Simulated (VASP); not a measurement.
# Nb in VASP: further runs, part 3 of 3

VASP 6.6.1. Earlier steps stand in the parts before.

### 5 Electric field gradients, PBE

This run uses another cell than the first one, of 19.39 Å³/atom, 0.967 times its volume.

The input, INCAR:

```
SYSTEM = Nb
PREC = Accurate ; ENCUT = 520
EDIFF = 1E-8 ; ISMEAR = -1
SIGMA = 0.08 ; LREAL = .False.
LASPH = .True. ; NELM = 60
ALGO = Normal ; ISIF = 2
LWAVE = .False. ; LCHARG = .False.
GGA = PE ; LEFG = .True.
ISYM = 0 ; NBANDS = 12
```

The input, KPOINTS:

```
Automatic mesh
0
Gamma
  13 13 13
  0.5 0.5 0.5
```

The input, POSCAR:

```
Nb
1.0
    0.0000000000      2.1324801315      2.1324801315
    2.1324801315      0.0000000000      2.1324801315
    2.1324801315      2.1324801315      0.0000000000
Nb
1
Direct
    0.0000000000      0.0000000000      0.0000000000
```

Potentials or basis: VASP PAW PBE potentials, release 64 (Nb_sv).

Launch:

```
> cat potpaw_PBE.64/Nb_sv/POTCAR > POTCAR
> mpirun -np 1 vasp_std > vasp.out
```

OUTCAR:

```text
SYSTEM = Nb
   PREC = Accurate
   ENCUT = 520
   EDIFF = 1E-8
   ISMEAR = -1
   LREAL = .False.
   LASPH = .True.
   NELM = 60
   ISIF = 2
   GGA = PE
   ISYM = 0

 ion  position               nearest neighbor table
   1  0.000  0.000  0.000-

IMPORTANT INFORMATION: All symmetrisations will be switched off!
NOSYMM: (Re-)initialisation of all symmetry stuff for point group C_1.

----------------------------------------------------------------------------------------

                                     Primitive cell

  volume of cell :      19.3948

  direct lattice vectors                    reciprocal lattice vectors
     0.000000000  2.132480131  2.132480131    -0.234468773  0.234468773  0.234468773
     2.132480131  0.000000000  2.132480131     0.234468773 -0.234468773  0.234468773
     2.132480131  2.132480131  0.000000000     0.234468773  0.234468773 -0.234468773

  length of vectors
     3.015782323  3.015782323  3.015782323     0.406111828  0.406111828  0.406111828

  position of ions in fractional coordinates (direct lattice)
     0.000000000  0.000000000  0.000000000

  ion indices of the primitive-cell ions
   primitive index   ion index
                 1           1

----------------------------------------------------------------------------------------

 KPOINTS: Automatic mesh

Automatic generation of k-mesh.
 Grid dimensions read from file:
 generate k-points for:   13   13   13

 Generating k-lattice:

  Cartesian coordinates                     Fractional coordinates (reciprocal lattice)
    -0.018036059  0.018036059  0.018036059     0.076923077  0.000000000  0.000000000
[... 118 lines left out ...]
      4     -19.7658      2.00000
      5       4.4267      2.00000
      6      10.5959      0.57172
      7      10.6633      0.29417
      8      10.6633      0.29417
      9      13.0926      0.00000
     10      13.0926      0.00000
     11      22.4030      0.00000
     12      26.6688      0.00000
[... 331 lines left out ...]
 k-point    24 :       0.1538    0.0000   -0.0385
  band No.  band energies     occupation
      1     -44.2757      2.00000
      2     -20.0482      2.00000
      3     -19.8174      2.00000
      4     -19.7915      2.00000
      5       5.3369      2.00000
      6      10.0156      1.99647
      7      10.9935      0.00554
      8      11.0005      0.00508
      9      12.6920      0.00000
     10      13.1067      0.00000
     11      23.8053      0.00000
     12      24.6668      0.00000

 [... further k-points ...]
[... 5 lines left out ...]
  --------------------------------------------------------------------------------------
  -------------------------------------------------------------------------------------
  Total       -0.6434236     -0.6434232     -0.6434224      0.0000001     -0.0000000      0.0000003
  in kB      -53.1523667    -53.1523310    -53.1522621      0.0000074     -0.0000022      0.0000217
  external PRESSURE =     -53.1523199 kB  Pullay stress =       0.0000000 kB

 VOLUME and BASIS-vectors are now :
 -----------------------------------------------------------------------------
  energy-cutoff  :      520.00
  volume of cell :       19.39
      direct lattice vectors                 reciprocal lattice vectors
     0.000000000  2.132480131  2.132480131    -0.234468773  0.234468773  0.234468773
     2.132480131  0.000000000  2.132480131     0.234468773 -0.234468773  0.234468773
     2.132480131  2.132480131  0.000000000     0.234468773  0.234468773 -0.234468773

 POSITION                                       TOTAL-FORCE (eV/Angst)
 -----------------------------------------------------------------------------------
      0.00000      0.00000      0.00000         0.000000      0.000000      0.000000
 -----------------------------------------------------------------------------------
    total drift:                                0.000000      0.000000      0.000000

  FREE ENERGIE OF THE ION-ELECTRON SYSTEM (eV)
  ---------------------------------------------------
  free  energy   TOTEN  =        -9.8983825020 eV

  energy  without entropy=       -9.8652699765  energy(sigma->0) =       -9.88182624

 Electric field gradients (V/A^2)
---------------------------------------------------------------------
 ion       V_xx      V_yy      V_zz      V_xy      V_xz      V_yz
---------------------------------------------------------------------
   1       0.000    -0.000    -0.000     0.000     0.000     0.000
---------------------------------------------------------------------

 Electric field gradients after diagonalization (V/A^2)
 (convention: |V_zz| > |V_xx| > |V_yy|)
----------------------------------------------------------------------
 ion       V_xx      V_yy      V_zz     asymmetry (V_yy - V_xx)/ V_zz
----------------------------------------------------------------------
   1      -0.000    -0.000     0.000       0.029
----------------------------------------------------------------------

           NMR quadrupolar parameters

 Cq : quadrupolar parameter    Cq=e*Q*V_zz/h
 eta: asymmetry parameters     (V_yy - V_xx)/ V_zz
 Q  : nuclear electric quadrupole moment in mb (millibarn)
----------------------------------------------------------------------
 ion       Cq(MHz)       eta       Q (mb)
----------------------------------------------------------------------
   1       0.000       0.029       1.000
----------------------------------------------------------------------
```

OSZICAR:

```text
N       E                     dE             d eps       ncg     rms          rms(c)
DAV:   1     0.115776369625E+03    0.11578E+03   -0.72426E+03105852   0.107E+03
DAV:   2    -0.552140664949E+01   -0.12130E+03   -0.11711E+03114432   0.385E+02
DAV:   3    -0.100819259498E+02   -0.45605E+01   -0.43504E+01152052   0.649E+01
DAV:   4    -0.103859115356E+02   -0.30399E+00   -0.30174E+00150304   0.153E+01
DAV:   5    -0.103969699934E+02   -0.11058E-01   -0.11051E-01154700   0.242E+00    0.637E+00
DAV:   6    -0.994819357449E+01    0.44878E+00   -0.70602E-01168924   0.103E+01    0.223E+00
DAV:   7    -0.989417186721E+01    0.54022E-01   -0.20716E-01174316   0.554E+00    0.101E+00
DAV:   8    -0.989833259985E+01   -0.41607E-02   -0.12723E-02126524   0.148E+00    0.506E-02
DAV:   9    -0.989836917460E+01   -0.36575E-04   -0.92110E-04180036   0.337E-01    0.363E-02
DAV:  10    -0.989838645721E+01   -0.17283E-04   -0.15208E-05125364   0.543E-02    0.129E-02
DAV:  11    -0.989838268030E+01    0.37769E-05   -0.68854E-06137388   0.436E-02    0.210E-03
DAV:  12    -0.989838261984E+01    0.60453E-07   -0.50184E-07164348   0.653E-03    0.620E-04
DAV:  13    -0.989838250042E+01    0.11943E-06   -0.51219E-09 99808   0.849E-04    0.703E-05
DAV:  14    -0.989838250199E+01   -0.15721E-08   -0.24795E-09 81384   0.696E-04
   1 F= -.98983825E+01 E0= -.98818262E+01  d E =-.331125E-01
```

stdout:

```text
POSCAR found type information on POSCAR Nb
 POSCAR found :  1 types and       1 ions
 scaLAPACK will be used
 LDA part: xc-table for (Slater+PW92), standard interpolation
 POSCAR, INCAR and KPOINTS ok, starting setup
 FFT: planning ... GRIDC
 FFT: planning ... GRID_SOFT
 FFT: planning ... GRID
 WAVECAR not read
 entering main loop
ion   1

     0.0000526    -0.0000132    -0.0000171    -0.0000002    -0.0000174    -0.0000054
     0.0000725    -0.0000132    -0.0000171    -0.0000002    -0.0000174    -0.0000054
     0.0000998    -0.0000132    -0.0000171    -0.0000002    -0.0000174    -0.0000054
     0.0001375    -0.0000132    -0.0000171    -0.0000002    -0.0000174    -0.0000054
```

It took 9.5 min on 1 thread of Intel Xeon Platinum 8259CL at 2.50GHz (Skylake/Cascade Lake), shared host; peak memory 1 GiB.

What came out:

* Free energy: -9.8984 eV
* Pressure: -5.3 GPa

Levels at points of the mesh, in eV from the Fermi level:
| k point | band 3 | band 4 | band 5 | band 6 | band 7 | band 8 | band 9 | band 10 | band 11 | band 12 |
| --- | --- | --- | --- | --- | --- | --- | --- | --- | --- | --- |
| (0.50, 0.50, 0.50) | -30.43 | -30.43 | -3.72 | -0.06 | -0.06 | 1.25 | 4.46 | 4.46 | 10.00 | 11.49 |
| (0.50, 0.00, 0.00) | -30.43 | -30.43 | -3.72 | -0.06 | -0.06 | 1.25 | 4.46 | 4.46 | 10.00 | 11.49 |
| (0.00, 0.00, 0.50) | -30.43 | -30.43 | -3.72 | -0.06 | -0.06 | 1.25 | 4.46 | 4.46 | 10.00 | 11.49 |
| (0.00, 0.50, 0.00) | -30.43 | -30.43 | -3.72 | -0.06 | -0.06 | 1.25 | 4.46 | 4.46 | 10.00 | 11.49 |

Caveat: without QUAD_EFG the Cq values of the log hold for a quadrupole moment of 1 mb, not for the nuclei.

### 6 Electric field gradients, PBE (zz strain of +2 %)

The input, INCAR:

```
SYSTEM = Nb
PREC = Accurate
ENCUT = 520
EDIFF = 1E-8
ISMEAR = -1
SIGMA = 0.08
LREAL = .FALSE.
LASPH = .TRUE.
NELM = 100
ALGO = Normal
ISIF = 2
LWAVE = .FALSE.
LCHARG = .FALSE.
GGA = PE
LEFG = .TRUE.
NBANDS = 12
```

The input, KPOINTS:

```
Automatic mesh
0
G
  13 13 13
  0 0 0
```

The input, POSCAR:

```
Nb
1.0
    0.0000000000      2.1150000000      2.1573000000
    2.1150000000      0.0000000000      2.1573000000
    2.1150000000      2.1150000000      0.0000000000
Nb
1
Direct
    0.0000000000      0.0000000000      0.0000000000
```

Potentials or basis: VASP PAW PBE potentials, release 64 (Nb_sv).

Launch:

```
> cat potpaw_PBE.64/Nb_sv/POTCAR > POTCAR
> mpirun -np 1 vasp_std > vasp.out
```

OUTCAR:

```text
SYSTEM = Nb
   PREC = Accurate
   ENCUT = 520
   EDIFF = 1E-8
   ISMEAR = -1
   LREAL = .FALSE.
   LASPH = .TRUE.
   NELM = 100
   ISIF = 2
   GGA = PE

 ion  position               nearest neighbor table
   1  0.000  0.000  0.000-

  LATTYP: Found a body centered tetragonal cell.
 ALAT       =     2.9910616844
 C/A-ratio  =     1.4424978336

  Lattice vectors:

 A1 = (  -2.1150000000,   0.0000000000,   2.1573000000)
 A2 = (   2.1150000000,   0.0000000000,   2.1573000000)
 A3 = (   0.0000000000,   2.1150000000,  -2.1573000000)

Analysis of symmetry for initial positions (statically):
[... 563 lines left out ...]

  FREE ENERGIE OF THE ION-ELECTRON SYSTEM (eV)
  ---------------------------------------------------
  free  energy   TOTEN  =        -9.9054216761 eV

  energy  without entropy=       -9.8723861820  energy(sigma->0) =       -9.88890393

 Electric field gradients (V/A^2)
---------------------------------------------------------------------
 ion       V_xx      V_yy      V_zz      V_xy      V_xz      V_yz
---------------------------------------------------------------------
   1       4.914     4.914    -9.827     0.000     0.000     0.000
---------------------------------------------------------------------

 Electric field gradients after diagonalization (V/A^2)
 (convention: |V_zz| > |V_xx| > |V_yy|)
----------------------------------------------------------------------
 ion       V_xx      V_yy      V_zz     asymmetry (V_yy - V_xx)/ V_zz
----------------------------------------------------------------------
   1       4.914     4.914    -9.827       0.000
----------------------------------------------------------------------

           NMR quadrupolar parameters

 Cq : quadrupolar parameter    Cq=e*Q*V_zz/h
 eta: asymmetry parameters     (V_yy - V_xx)/ V_zz
 Q  : nuclear electric quadrupole moment in mb (millibarn)
----------------------------------------------------------------------
 ion       Cq(MHz)       eta       Q (mb)
----------------------------------------------------------------------
   1      -0.024       0.000       1.000
----------------------------------------------------------------------
```

Wall time 36 s (1 thread of Intel Xeon 6975P-C, shared host); peak memory 0.17 GiB.

What came out:

```yaml
Free_energy: -9.9054 eV
Pressure: -4.6 GPa
```

Electric field gradients, principal values (V/Å²):
| atom | least | middle | greatest (by size) |
| --- | --- | --- | --- |
| 1 Nb | 4.914 | 4.914 | -9.827 |

Caveat: the cell differs from its parent crystal (zz strain of +2 %); without QUAD_EFG the Cq values of the log hold for a quadrupole moment of 1 mb, not for the nuclei.

### 7 Overview

| level | spin | cell | k mesh | gap on the mesh (eV) | pressure (GPa) |
| --- | --- | --- | --- | --- | --- |
| PBE | off | a = 3.050 Å, angles 60.0°, 1 atom | 13 × 13 × 13 | none | -9.8 |
| PBEsol | off | a = 2.991 Å, angles 60.0°, 1 atom | 13 × 13 × 13 | none | -6.9 |
| PBE | non-collinear, zero start, SOC | a = 2.991 Å, angles 60.0°, 1 atom | 13 × 13 × 13 | - | -1.4 |
| PBE | off | a = 3.016 Å, angles 60.0°, 1 atom | 13 × 13 × 13, shifted | none | -5.3 |
| PBE | off | a = 3.021, b = 3.021, c = 2.991 Å, angles 60.3, 60.3, 59.3°, 1 atom | 13 × 13 × 13 | none | -4.6 |

Alike in all rows: task electric field gradients; potentials or basis VASP PAW PBE potentials, release 64 (Nb_sv); cutoff (eV) 520; smearing fermi-dirac 0.08 eV.

Caveats: the PAW data sets were made with another functional, which shifts forces and pressure a little (some runs).

Absolute energies hang on the potentials; compare differences alone.
